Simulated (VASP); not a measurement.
# Al in VASP: a series of runs

Al is run at these levels: PBE; tasks: single point.

All numbers are computed with VASP 6.6.1; they aren't measurements. Logs are shortened: lines on timing, memory, paths and dates and some standing lists are left out, and cuts for length are marked.

**1. The cell of the first run**

Symmetry: Fm-3m, No. 225, cubic system. Conventional cell: a = 4.050 Å, b = 4.050 Å, c = 4.050 Å, α = 90.00°, β = 90.00°, γ = 90.00°. Within 3.8 Å of Al (site symmetry m-3m) lie 12 Al at 2.86 Å.

**2. Single point, PBE**

The input, INCAR:

```
PREC = Accurate
ENCUT = 520
EDIFF = 1E-6
ISMEAR = -1
SIGMA = 0.03
LREAL = False
LASPH = True
NELM = 60
ALGO = Fast
ISIF = 2
LWAVE = False
LCHARG = False
GGA = PE
NBANDS = 8
```

The input, KPOINTS:

```
Automatic mesh
0
Gamma
  7 7 7
```

The input, POSCAR:

```
Al
1.0
    0.0000000000      2.0248050000      2.0248050000
    2.0248050000      0.0000000000      2.0248050000
    2.0248050000      2.0248050000      0.0000000000
Al
1
Direct
    0.0000000000      0.0000000000      0.0000000000
```

Potentials or basis: VASP PAW PBE potentials, release 64 (Al).

On the command line:

```sh
$ cat potpaw_PBE.64/Al/POTCAR > POTCAR
$ mpirun -np 1 vasp_std > vasp.out
```

OUTCAR:

```text
PREC = Accurate
   ENCUT = 520
   EDIFF = 1E-6
   ISMEAR = -1
   LREAL = False
   LASPH = True
   NELM = 60
   ISIF = 2
   GGA = PE

 ion  position               nearest neighbor table
   1  0.000  0.000  0.000-

  LATTYP: Found a face centered cubic cell.
 ALAT       =     4.0496100000

  Lattice vectors:

 A1 = (   0.0000000000,   2.0248050000,   2.0248050000)
 A2 = (   2.0248050000,   0.0000000000,   2.0248050000)
 A3 = (   2.0248050000,   2.0248050000,   0.0000000000)

Analysis of symmetry for initial positions (statically):
=====================================================================
 Subroutine PRICEL returns:
 Original cell was already a primitive cell.

 Routine SETGRP: Setting up the symmetry group for a
 face centered cubic supercell.

 Subroutine GETGRP returns: Found 48 space group operations
[... 9 lines left out ...]

 Routine SETGRP: Setting up the symmetry group for a
 face centered cubic supercell.

 Subroutine GETGRP returns: Found 48 space group operations
 (whereof 48 operations were pure point group operations)
 out of a pool of 48 trial point group operations.

The dynamic configuration has the point symmetry O_h .

 Subroutine INISYM returns: Found 48 space group operations
 (whereof 48 operations are pure point group operations),
 and found     1 'primitive' translations

----------------------------------------------------------------------------------------

                                     Primitive cell

  volume of cell :      16.6027

  direct lattice vectors                    reciprocal lattice vectors
     0.000000000  2.024805000  2.024805000    -0.246937359  0.246937359  0.246937359
     2.024805000  0.000000000  2.024805000     0.246937359 -0.246937359  0.246937359
     2.024805000  2.024805000  0.000000000     0.246937359  0.246937359 -0.246937359

  length of vectors
     2.863506692  2.863506692  2.863506692     0.427708053  0.427708053  0.427708053

  position of ions in fractional coordinates (direct lattice)
     0.000000000  0.000000000  0.000000000

  ion indices of the primitive-cell ions
   primitive index   ion index
                 1           1

----------------------------------------------------------------------------------------

 KPOINTS: Automatic mesh

Automatic generation of k-mesh.
 Grid dimensions read from file:
 generate k-points for:    7    7    7

 Generating k-lattice:

  Cartesian coordinates                     Fractional coordinates (reciprocal lattice)
    -0.035276766  0.035276766  0.035276766     0.142857143  0.000000000  0.000000000
     0.035276766 -0.035276766  0.035276766     0.000000000  0.142857143  0.000000000
     0.035276766  0.035276766 -0.035276766     0.000000000  0.000000000  0.142857143

  Length of vectors
     0.061101150  0.061101150  0.061101150

  Shift w.r.t. Gamma in fractional coordinates (k-lattice)
     0.000000000  0.000000000  0.000000000

 Subroutine IBZKPT returns following result:
 ===========================================

 Found     20 irreducible k-points:

 Following reciprocal coordinates:
            Coordinates               Weight
  0.000000  0.000000  0.000000      1.000000
  0.142857  0.000000  0.000000      8.000000
  0.285714  0.000000  0.000000      8.000000
  0.428571  0.000000  0.000000      8.000000
  0.142857  0.142857  0.000000      6.000000
  0.285714  0.142857  0.000000     24.000000
[... 12 lines left out ...]
 -0.428571  0.428571  0.142857     24.000000
 -0.285714  0.428571  0.142857     24.000000
   k-points           NKPTS =     20   k-points in BZ     NKDIM =     20   number of bands    NBANDS=      8
   number of dos      NEDOS =    301   number of ions     NIONS =      1
   total plane-waves  NPLWV =  13824
   dimension x,y,z NGX =    24 NGY =   24 NGZ =   24
   dimension x,y,z NGXF=    48 NGYF=   48 NGZF=   48
   ions per type =               1
   NGX,Y,Z   is equivalent  to a cutoff of  13.93, 13.93, 13.93 a.u.
   NGXF,Y,Z  is equivalent  to a cutoff of  27.87, 27.87, 27.87 a.u.
 SYSTEM =  unknown system
   PREC   = accura    normal or accurate (medium, high low for compatibility)
   ISTART =      0    job   : 0-new  1-cont  2-samecut
   ICHARG =      2    charge: 1-file 2-atom 10-const
   ISPIN  =      1    spin polarized calculation?
   LNONCOLLINEAR =      F non collinear calculations
   LSORBIT =      F    spin-orbit coupling
   LASPH  =      T    aspherical Exc in radial PAW
   ENCUT  =  520.0 eV  38.22 Ry    6.18 a.u.   5.32  5.32  5.32*2*pi/ulx,y,z
   NELM   =     60;   NELMIN=  2; NELMDL= -5     # of ELM steps
   EDIFF  = 0.1E-05   stopping-criterion for ELM
   LREAL  =      F    real-space projection
   EDIFFG = 0.1E-04   stopping-criterion for IOM
   NSW    =      0    number of steps for IOM
   IBRION =     -1    ionic relax: 0-MD 1-quasi-New 2-CG
   NFREE  =      0    steps in history (QN), initial steepest desc. (CG)
   ISIF   =      2    stress and relaxation
   ISYM   =      2    0-nonsym 1-usesym 2-fastsym
   POTIM  = 0.5000    time-step for ionic-motion
   TEBEG  =    0.0;   TEEND  =   0.0 temperature during run
   PSTRESS=    0.0 pullay stress
   NELECT =       3.0000    total number of electrons
   NUPDOWN=      -1.0000    fix difference up-down
   EMIN   =  10.00;   EMAX   =-10.00  energy-range for DOS
   EFERMI =   0.00;   METHOD = LEGACY
   ISMEAR =    -1;   SIGMA  =   0.03  broadening in eV -4-tet -1-fermi 0-gaus
   EFERMI_NEDOS =   21; number of points for ismear=-14 and -15
   IALGO  =     68    algorithm
   IMIX   =      4    mixing-type and parameters
     AMIX     =   0.40;   BMIX     =  1.00
     AMIX_MAG =   1.60;   BMIX_MAG =  1.00
  volume/ion in A,a.u.               =      16.60       112.04
  Fermi-wavevector in a.u.,A,eV,Ry     =   0.925526  1.748991 11.654733  0.856599
  Thomas-Fermi vector in A             =   2.051390
   LORBIT       =      0    0 simple, 1 ext, 2 COOP (PROOUT), +10 PAW based schemes
   GGA     = PE    functional components
   LHFCALC =     F    Hartree Fock is set to
   AEXX    =    0.0000 exact exchange contribution
   IVDW    =     0    specifies the selected vdW correction
   LEPSILON=     F    determine dielectric tensor
   LRPA    =     F    only Hartree local field effects (RPA)
 non-spin polarized calculation
 RMM-DIIS sequential band-by-band and
  energy-cutoff  :      520.00
  volume of cell :       16.60
 maximum number of plane-waves:       459
 NGX is ok and might be reduce to    24
   NGX = 11   NGY = 11   NGZ = 11

 number of electron       3.0000000 magnetization

 Free energy of the ion-electron system (eV)
  ---------------------------------------------------
  ext. energy  EPLUGINS =         0.00000000
  ---------------------------------------------------
  free energy    TOTEN  =        -3.79181385 eV

  energy without entropy =       -3.78931531  energy(sigma->0) =       -3.79056458

 E-fermi :   8.0720     XC(G=0): -10.1732

 val. band max:        7.3363479907   @ k =   0.4286   0.1429   0.0000
 cond. band min:       8.0733729202   @ k =  -0.2857   0.2857   0.0000
 fundamental gap:      0.7370249295
 Fermi energy:         8.0720352738

 k-point     1 :       0.0000    0.0000    0.0000
  band No.  band energies     occupation
      1      -3.1548      2.00000
      2      20.5219      0.00000
      3      20.5219      0.00000
      4      20.5219      0.00000
      5      21.9669      0.00000
      6      21.9669      0.00000
      7      21.9669      0.00000
      8      24.3600      0.00000

 k-point     2 :       0.1429    0.0000    0.0000
  band No.  band energies     occupation
      1      -2.6031      2.00000
      2      15.5040      0.00000
      3      19.4202      0.00000
      4      19.4202      0.00000
      5      22.5397      0.00000
      6      23.7674      0.00000
      7      23.7674      0.00000
      8      25.2732      0.00000

 k-point     3 :       0.2857    0.0000    0.0000
  band No.  band energies     occupation
      1      -0.9608      2.00000
      2      10.0722      0.00000
      3      18.7022      0.00000
      4      18.7022      0.00000
      5      22.0116      0.00000
      6      22.0116      0.00000
      7      22.1920      0.00000
      8      25.9947      0.00000

 k-point     4 :       0.4286    0.0000    0.0000
  band No.  band energies     occupation
      1       1.7356      2.00000
      2       5.4415      2.00000
      3      18.8839      0.00000
      4      18.8839      0.00000
      5      19.9982      0.00000
      6      19.9982      0.00000
      7      22.5469      0.00000
      8      23.8498      0.00000

 k-point     5 :       0.1429    0.1429    0.0000
  band No.  band energies     occupation
      1      -2.4197      2.00000
      2      17.4127      0.00000
      3      17.4127      0.00000
      4      17.6375      0.00000
      5      20.5402      0.00000
      6      21.5977      0.00000
      7      26.1074      0.00000
      8      26.1074      0.00000
[... 133 lines left out ...]
 k-point    18 :      -0.4286    0.2857    0.1429
  band No.  band energies     occupation
      1       3.1471      2.00000
      2       6.7875      2.00000
      3      11.7864      0.00000
      4      13.0369      0.00000
      5      21.1613      0.00000
      6      22.4282      0.00000
      7      25.8114      0.00000
      8      29.6516      0.00000

 k-point    19 :      -0.4286    0.4286    0.1429
  band No.  band energies     occupation
      1       3.9992      2.00000
      2       9.0400      0.00000
      3       9.4313      0.00000
      4      10.9775      0.00000
      5      18.9577      0.00000
      6      20.8945      0.00000
      7      27.5921      0.00000
      8      31.4083      0.00000

 k-point    20 :      -0.2857    0.4286    0.1429
  band No.  band energies     occupation
      1       6.0692      2.00000
      2       6.7183      2.00000
      3       8.1505      0.13613
      4      11.2039      0.00000
      5      20.5796      0.00000
      6      24.9888      0.00000
      7      25.6300      0.00000
      8      27.2401      0.00000

------------------------ aborting loop because EDIFF is reached ----------------------------------------

  FORCE on cell =-STRESS in cart. coord.  units (eV):
  Direction    XX          YY          ZZ          XY          YZ          ZX
  --------------------------------------------------------------------------------------
  -------------------------------------------------------------------------------------
  Total       -0.1146599     -0.1146599     -0.1146599      0.0000000     -0.0000000     -0.0000000
  in kB      -11.0647711    -11.0647711    -11.0647711      0.0000000     -0.0000000     -0.0000000
  external PRESSURE =     -11.0647711 kB  Pullay stress =       0.0000000 kB

 VOLUME and BASIS-vectors are now :
 -----------------------------------------------------------------------------
  energy-cutoff  :      520.00
  volume of cell :       16.60
      direct lattice vectors                 reciprocal lattice vectors
     0.000000000  2.024805000  2.024805000    -0.246937359  0.246937359  0.246937359
     2.024805000  0.000000000  2.024805000     0.246937359 -0.246937359  0.246937359
     2.024805000  2.024805000  0.000000000     0.246937359  0.246937359 -0.246937359

 POSITION                                       TOTAL-FORCE (eV/Angst)
 -----------------------------------------------------------------------------------
      0.00000      0.00000      0.00000        -0.000000      0.000000      0.000000
 -----------------------------------------------------------------------------------
    total drift:                                0.000000     -0.000000     -0.000000

  FREE ENERGIE OF THE ION-ELECTRON SYSTEM (eV)
  ---------------------------------------------------
  free  energy   TOTEN  =        -3.7918138518 eV

  energy  without entropy=       -3.7893153091  energy(sigma->0) =       -3.79056458
```

It took 1.9 s on 1 thread of AMD EPYC 9R45 (Zen 5), shared host; peak memory 0.1 GiB.

Results:

- Free energy: -3.7918 eV
- Pressure: -1.1 GPa

Caveat: the k points lie up to 0.38 Å⁻¹ apart.

**3. Single point, PBE**

The input, INCAR:

```
SYSTEM = Al
ALGO = Normal
EDIFF = 1E-6
ENCUT = 520
GGA = PE
ISIF = 2
ISMEAR = -1
LASPH = .TRUE.
LCHARG = .FALSE.
LREAL = .FALSE.
LWAVE = .FALSE.
NBANDS = 8
NELM = 80
PREC = Accurate
SIGMA = 0.05
```

The input, KPOINTS:

```
k-points
0
G
  10 10 10
  0 0 0
```

The input, POSCAR:

```
Al
1.0
   -0.0202480500      2.0248050000      2.0248050000
    2.0248050000     -0.0202480500      2.0248050000
    2.0045569500      2.0045569500      0.0000000000
Al
1
Direct
    0.0000000000      0.0000000000      0.0000000000
```

Potentials or basis: VASP PAW PBE potentials, release 64 (Al).

On the command line:

```sh
$ cat potpaw_PBE.64/Al/POTCAR > POTCAR
$ mpirun -np 1 vasp_std > vasp.out
```

Run time: 10 s. Hardware: 1 thread of AMD EPYC 9R45 (Zen 5), shared host; peak memory 0.11 GiB.

It converged, with:

- Free energy: -3.7299 eV
- Pressure: -0.5 GPa

Stress tensor (GPa, compression positive):
```
-0.27 -0.50  0.00
-0.50 -0.27  0.00
 0.00  0.00 -1.04
```

Levels at points of the mesh, in eV from the Fermi level:
| k point | band 1 | band 2 | band 3 | band 4 | band 5 | band 6 |
| --- | --- | --- | --- | --- | --- | --- |
| (0.00, 0.00, 0.00) | -11.21 | 12.16 | 12.46 | 12.78 | 13.57 | 13.86 |
| (0.50, 0.00, 0.00) | -4.74 | -4.61 | 11.25 | 11.30 | 11.48 | 11.60 |
| (0.50, 0.50, 0.00) | -3.03 | -1.72 | 5.09 | 5.11 | 5.81 | 8.92 |
| (0.00, 0.00, 0.50) | -4.63 | -4.37 | 10.99 | 11.04 | 11.14 | 11.37 |
| (0.50, 0.00, 0.50) | -3.03 | -1.72 | 5.14 | 5.45 | 5.45 | 8.89 |
